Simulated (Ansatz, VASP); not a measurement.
**One calculation of Ge, two programs**

```
Ge
1.0
     0.00000    2.94345    5.11566
     2.68311    0.00000    5.11566
     2.68311    2.94345    0.00000
Ge
4
Direct
  0.72649 0.27351 0.72649
  0.27351 0.72649 0.27351
  0.21813 0.21813 0.78187
  0.78187 0.78187 0.21813
```

Change from the starting cell: strain_xy = 0.02.

Alike in both runs: functional PBEsol; k mesh 7 × 7 × 7; occupations fermi-dirac, width 0.05 eV; no spin polarisation.

|  | VASP | Ansatz |
| --- | --- | --- |
| version | VASP 6.6.1 | Ansatz 0.2.0 |
| potentials or method | VASP PAW PBE potentials, release 64 (Ge_d), cutoff 520 eV | all-electron LAPW, scalar-relativistic |
| task | single point | band structure |

Ansatz gave:

```
gap on the k mesh at the Fermi level (eV)                     : none
pressure (GPa)                                                : -5.8
traceless stress, the component that is largest in VASP (GPa) : -1.32
rms of the force components (eV/Å)                            : 0.044
```

Question: Estimate VASP's values.

Answer: gap on the k mesh at the Fermi level (eV): none; pressure (GPa): -6.0; traceless stress, the component that is largest in VASP (GPa): -1.33; rms of the force components (eV/Å): 0.044.

VASP's potentials were made for PBE, not for PBEsol. Atom by atom the forces differ by 0.001 eV/Å (rms over components). A gap of «none» marks a metal or a gap that the smearing closes. Ansatz ran all-electron here, and VASP with PAW potentials.
